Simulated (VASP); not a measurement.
# Ag (Fm-3m) in VASP: single point with PBEsol+D4

Aim: the single point of Ag with PBEsol+D4.

Everything below comes from runs of VASP 6.6.1. Logs are shortened: lines on timing, memory, paths and dates and some standing lists are left out, and cuts for length are marked.

## 1. The cell of the first run

The structure is cubic, space group Fm-3m (No. 225). The conventional cell has a = 6.404 Å, b = 6.404 Å, c = 6.404 Å, α = 90.00°, β = 90.00°, γ = 90.00°.

## 2. Single point, PBEsol+D4

INCAR

```
  PREC = Accurate
  ENCUT = 520
  EDIFF = 1E-6
  ISMEAR = -1
  SIGMA = 0.1
  LREAL = F
  LASPH = T
  NELM = 80
  ALGO = Normal
  ISIF = 2
  LWAVE = F
  LCHARG = F
  GGA = PS
  IVDW = 13
  NBANDS = 12
```

KPOINTS

```
Automatic mesh
0
Gamma
  6 6 6
```

POSCAR

```
Ag
1.0
    0.0000000000      3.2019500000      3.2019500000
    3.2019500000      0.0000000000      3.2019500000
    3.2019500000      3.2019500000      0.0000000000
Ag
1
Direct
    0.0000000000      0.0000000000      0.0000000000
```

Potentials or basis: VASP PAW PBE potentials, release 64 (Ag).

Started as:

```
cat potpaw_PBE.64/Ag/POTCAR > POTCAR
mpirun -np 1 vasp_std > vasp.out
```

OUTCAR:

```text
PREC = Accurate
   ENCUT = 520
   EDIFF = 1E-6
   ISMEAR = -1
   LREAL = F
   LASPH = T
   NELM = 80
   ISIF = 2
   GGA = PS
   IVDW = 13

 ion  position               nearest neighbor table
   1  0.000  0.000  0.000-

  LATTYP: Found a face centered cubic cell.
 ALAT       =     6.4039000000

  Lattice vectors:

 A1 = (   0.0000000000,   3.2019500000,   3.2019500000)
 A2 = (   3.2019500000,   0.0000000000,   3.2019500000)
 A3 = (   3.2019500000,   3.2019500000,   0.0000000000)

Analysis of symmetry for initial positions (statically):
=====================================================================
 Subroutine PRICEL returns:
 Original cell was already a primitive cell.

 Routine SETGRP: Setting up the symmetry group for a
 face centered cubic supercell.

 Subroutine GETGRP returns: Found 48 space group operations
 (whereof 48 operations were pure point group operations)
 out of a pool of 48 trial point group operations.

The static configuration has the point symmetry O_h .

Analysis of symmetry for dynamics (positions and initial velocities):
=====================================================================
 Subroutine PRICEL returns:
 Original cell was already a primitive cell.

 Routine SETGRP: Setting up the symmetry group for a
 face centered cubic supercell.

 Subroutine GETGRP returns: Found 48 space group operations
 (whereof 48 operations were pure point group operations)
 out of a pool of 48 trial point group operations.

The dynamic configuration has the point symmetry O_h .

 Subroutine INISYM returns: Found 48 space group operations
 (whereof 48 operations are pure point group operations),
 and found     1 'primitive' translations

----------------------------------------------------------------------------------------

                                     Primitive cell

  volume of cell :      65.6559

  direct lattice vectors                    reciprocal lattice vectors
     0.000000000  3.201950000  3.201950000    -0.156154843  0.156154843  0.156154843
     3.201950000  0.000000000  3.201950000     0.156154843 -0.156154843  0.156154843
     3.201950000  3.201950000  0.000000000     0.156154843  0.156154843 -0.156154843

  length of vectors
     4.528241116  4.528241116  4.528241116     0.270468122  0.270468122  0.270468122

  position of ions in fractional coordinates (direct lattice)
     0.000000000  0.000000000  0.000000000

  ion indices of the primitive-cell ions
   primitive index   ion index
                 1           1

----------------------------------------------------------------------------------------

 KPOINTS: Automatic mesh

Automatic generation of k-mesh.
 Grid dimensions read from file:
 generate k-points for:    6    6    6

 Generating k-lattice:

  Cartesian coordinates                     Fractional coordinates (reciprocal lattice)
    -0.026025807  0.026025807  0.026025807     0.166666667  0.000000000  0.000000000
     0.026025807 -0.026025807  0.026025807     0.000000000  0.166666667  0.000000000
     0.026025807  0.026025807 -0.026025807     0.000000000  0.000000000  0.166666667

  Length of vectors
     0.045078020  0.045078020  0.045078020

  Shift w.r.t. Gamma in fractional coordinates (k-lattice)
     0.000000000  0.000000000  0.000000000

 Subroutine IBZKPT returns following result:
 ===========================================

 Found     16 irreducible k-points:

 Following reciprocal coordinates:
            Coordinates               Weight
  0.000000  0.000000  0.000000      1.000000
  0.166667  0.000000  0.000000      8.000000
  0.333333  0.000000  0.000000      8.000000
  0.500000  0.000000  0.000000      4.000000
  0.166667  0.166667  0.000000      6.000000
  0.333333  0.166667  0.000000     24.000000
[... 8 lines left out ...]
 -0.333333  0.333333  0.166667     24.000000
 -0.333333  0.500000  0.166667     12.000000
   k-points           NKPTS =     16   k-points in BZ     NKDIM =     16   number of bands    NBANDS=     12
   number of dos      NEDOS =    301   number of ions     NIONS =      1
   total plane-waves  NPLWV =  46656
   dimension x,y,z NGX =    36 NGY =   36 NGZ =   36
   dimension x,y,z NGXF=    72 NGYF=   72 NGZF=   72
   ions per type =               1
   NGX,Y,Z   is equivalent  to a cutoff of  13.22, 13.22, 13.22 a.u.
   NGXF,Y,Z  is equivalent  to a cutoff of  26.43, 26.43, 26.43 a.u.
 SYSTEM =  unknown system
   PREC   = accura    normal or accurate (medium, high low for compatibility)
   ISTART =      0    job   : 0-new  1-cont  2-samecut
   ICHARG =      2    charge: 1-file 2-atom 10-const
   ISPIN  =      1    spin polarized calculation?
   LNONCOLLINEAR =      F non collinear calculations
   LSORBIT =      F    spin-orbit coupling
   LASPH  =      T    aspherical Exc in radial PAW
   ENCUT  =  520.0 eV  38.22 Ry    6.18 a.u.   8.42  8.42  8.42*2*pi/ulx,y,z
   NELM   =     80;   NELMIN=  2; NELMDL= -5     # of ELM steps
   EDIFF  = 0.1E-05   stopping-criterion for ELM
   LREAL  =      F    real-space projection
   EDIFFG = 0.1E-04   stopping-criterion for IOM
   NSW    =      0    number of steps for IOM
   IBRION =     -1    ionic relax: 0-MD 1-quasi-New 2-CG
   NFREE  =      0    steps in history (QN), initial steepest desc. (CG)
   ISIF   =      2    stress and relaxation
   ISYM   =      2    0-nonsym 1-usesym 2-fastsym
   POTIM  = 0.5000    time-step for ionic-motion
   TEBEG  =    0.0;   TEEND  =   0.0 temperature during run
   PSTRESS=    0.0 pullay stress
   NELECT =      11.0000    total number of electrons
   NUPDOWN=      -1.0000    fix difference up-down
   EMIN   =  10.00;   EMAX   =-10.00  energy-range for DOS
   EFERMI =   0.00;   METHOD = LEGACY
   ISMEAR =    -1;   SIGMA  =   0.10  broadening in eV -4-tet -1-fermi 0-gaus
   EFERMI_NEDOS =   21; number of points for ismear=-14 and -15
   IALGO  =     38    algorithm
   IMIX   =      4    mixing-type and parameters
     AMIX     =   0.40;   BMIX     =  1.00
     AMIX_MAG =   1.60;   BMIX_MAG =  1.00
  volume/ion in A,a.u.               =      65.66       443.07
  Fermi-wavevector in a.u.,A,eV,Ry     =   0.902501  1.705480 11.082063  0.814509
  Thomas-Fermi vector in A             =   2.025713
   LORBIT       =      0    0 simple, 1 ext, 2 COOP (PROOUT), +10 PAW based schemes
   GGA     = PS    functional components
   LHFCALC =     F    Hartree Fock is set to
   AEXX    =    0.0000 exact exchange contribution
   IVDW    =    13    specifies the selected vdW correction
   LEPSILON=     F    determine dielectric tensor
   LRPA    =     F    only Hartree local field effects (RPA)
 non-spin polarized calculation
  energy-cutoff  :      520.00
  volume of cell :       65.66
 maximum number of plane-waves:      1807
 NGX is ok and might be reduce to    36
   NGX = 17   NGY = 17   NGZ = 17

 number of electron      10.9999999 magnetization

 Free energy of the ion-electron system (eV)
  ---------------------------------------------------
  ext. energy  EPLUGINS =         0.00000000
  ---------------------------------------------------
  free energy    TOTEN  =        -0.80265889 eV

  energy without entropy =       -0.76905473  energy(sigma->0) =       -0.78585681

 E-fermi :  -1.1822     XC(G=0):  -6.1420

 val. band max:       -1.2773230988   @ k =   0.5000   0.3333   0.1667
 cond. band min:      -1.0373822624   @ k =   0.5000   0.0000   0.0000
 fundamental gap:      0.2399408364
 Fermi energy:        -1.1822240156

 k-point     1 :       0.0000    0.0000    0.0000
  band No.  band energies     occupation
      1      -4.3563      2.00000
      2      -4.3563      2.00000
      3      -4.3563      2.00000
      4      -4.2914      2.00000
      5      -4.2914      2.00000
      6      -3.2528      2.00000
      7       7.1239      0.00000
      8       7.1239      0.00000
      9       7.1239      0.00000
     10       9.1879      0.00000
     11       9.4128      0.00000
     12      10.1057      0.00000

 k-point     2 :       0.1667    0.0000    0.0000
  band No.  band energies     occupation
      1      -4.3630      2.00000
      2      -4.3431      2.00000
      3      -4.3431      2.00000
      4      -4.2901      2.00000
      5      -4.2901      2.00000
      6      -2.9464      2.00000
      7       4.8795      0.00000
      8       6.8118      0.00000
      9       6.8118      0.00000
     10       8.5215      0.00000
     11      10.4352      0.00000
     12      10.5449      0.00000

 k-point     3 :       0.3333    0.0000    0.0000
  band No.  band energies     occupation
      1      -4.3870      2.00000
      2      -4.3459      2.00000
      3      -4.3459      2.00000
      4      -4.2574      2.00000
      5      -4.2574      2.00000
      6      -2.0359      1.99961
      7       2.1776      0.00000
      8       6.3757      0.00000
      9       6.3757      0.00000
     10       8.1971      0.00000
     11       9.4109      0.00000
     12       9.7097      0.00000
[... 166 lines left out ...]
 k-point    15 :      -0.3333    0.3333    0.1667
  band No.  band energies     occupation
      1      -4.3702      2.00000
      2      -4.3547      2.00000
      3      -4.3102      2.00000
      4      -4.2847      2.00000
      5      -4.2340      2.00000
      6      -0.4450      0.00126
      7       1.4674      0.00000
      8       3.0371      0.00000
      9       4.0963      0.00000
     10       8.3636      0.00000
     11       9.5533      0.00000
     12      11.2975      0.00000

 k-point    16 :      -0.3333    0.5000    0.1667
  band No.  band energies     occupation
      1      -4.3935      2.00000
      2      -4.3848      2.00000
      3      -4.2824      2.00000
      4      -4.2637      2.00000
      5      -4.2193      2.00000
      6      -0.1149      0.00005
      7       1.6471      0.00000
      8       2.9660      0.00000
      9       3.2397      0.00000
     10       7.8940      0.00000
     11       8.6180      0.00000
     12      11.8998      0.00000

------------------------ aborting loop because EDIFF is reached ----------------------------------------

  DFT-D4 for vdW energy calculation

  Edisp (eV):   -0.15295

  FORCE on cell =-STRESS in cart. coord.  units (eV):
  Direction    XX          YY          ZZ          XY          YZ          ZX
  --------------------------------------------------------------------------------------
  -------------------------------------------------------------------------------------
  Total      -1.38389    -1.38389    -1.38389     0.00000     0.00000     0.00000
  in kB     -33.77047   -33.77047   -33.77047     0.00000     0.00000     0.00000
  external pressure =      -33.77 kB  Pullay stress =        0.00 kB

 VOLUME and BASIS-vectors are now :
 -----------------------------------------------------------------------------
  energy-cutoff  :      520.00
  volume of cell :       65.66
      direct lattice vectors                 reciprocal lattice vectors
     0.000000000  3.201950000  3.201950000    -0.156154843  0.156154843  0.156154843
     3.201950000  0.000000000  3.201950000     0.156154843 -0.156154843  0.156154843
     3.201950000  3.201950000  0.000000000     0.156154843  0.156154843 -0.156154843

 POSITION                                       TOTAL-FORCE (eV/Angst)
 -----------------------------------------------------------------------------------
      0.00000      0.00000      0.00000         0.000000     -0.000000      0.000000
 -----------------------------------------------------------------------------------
    total drift:                               -0.000000      0.000000      0.000000

  FREE ENERGIE OF THE ION-ELECTRON SYSTEM (eV)
  ---------------------------------------------------
  free  energy   TOTEN  =        -0.9556079384 eV

  energy  without entropy=       -0.9220037783  energy(sigma->0) =       -0.93880586
```

It took 15 s on 1 thread of Intel Xeon 8259CL, shared host; peak memory 0.2 GiB.

Results:

| Quantity | Value |
| --- | --- |
| Free energy | -0.9556 eV |
| Pressure | -3.4 GPa |
| Band gap on the k mesh | zero (an odd number of electrons rules out a gap without spin polarisation) |
| Dispersion energy per atom | -0.153 eV |

Caveat: the cell stands under tension; the PAW data sets were made with another functional, which shifts forces and pressure a little.
